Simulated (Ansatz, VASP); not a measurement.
# Sn: VASP beside Ansatz

```
CELL_PARAMETERS angstrom
0.00000 7.52621 7.52621
7.52621 0.00000 7.52621
7.52621 7.52621 0.00000
ATOMIC_POSITIONS crystal
Sn 0.78587 0.07138 0.07138
Sn 0.17862 0.17862 0.17862
Sn 0.17862 0.17862 0.46413
Sn 0.17862 0.46413 0.17862
Sn 0.07138 0.78587 0.07138
Sn 0.07138 0.07138 0.07138
Sn 0.07138 0.07138 0.78587
Sn 0.46413 0.17862 0.17862
```

Alike in both runs: functional PBE; k mesh 2 × 2 × 2; occupations gaussian, width 0.1 eV; no spin polarisation.

Ansatz relaxed the structure, and its values are those at the end. VASP's run is a single point on that final structure, the one shown.

```csv
,VASP,Ansatz
version,VASP 6.6.1,Ansatz 0.2.0
potentials or method,"VASP PAW PBE potentials, release 64 (Sn_d), cutoff 520 eV","scalar-relativistic, plane waves, PAW"
valence electrons in the cell,112,112
```

Ansatz gave:

| Item | Value |
| --- | --- |
| gap on the k mesh at the Fermi level (eV) | none |
| pressure (GPa) | 0.1 |
| rms of the force components (eV/Å) | 0.022 |

What did VASP give for the same quantities?

gap on the k mesh at the Fermi level (eV): none; pressure (GPa): 0.0; rms of the force components (eV/Å): 0.023.

A gap of «none» marks a metal or a gap that the smearing closes.

The k mesh is coarse, so the values compare programs but aren't converged.
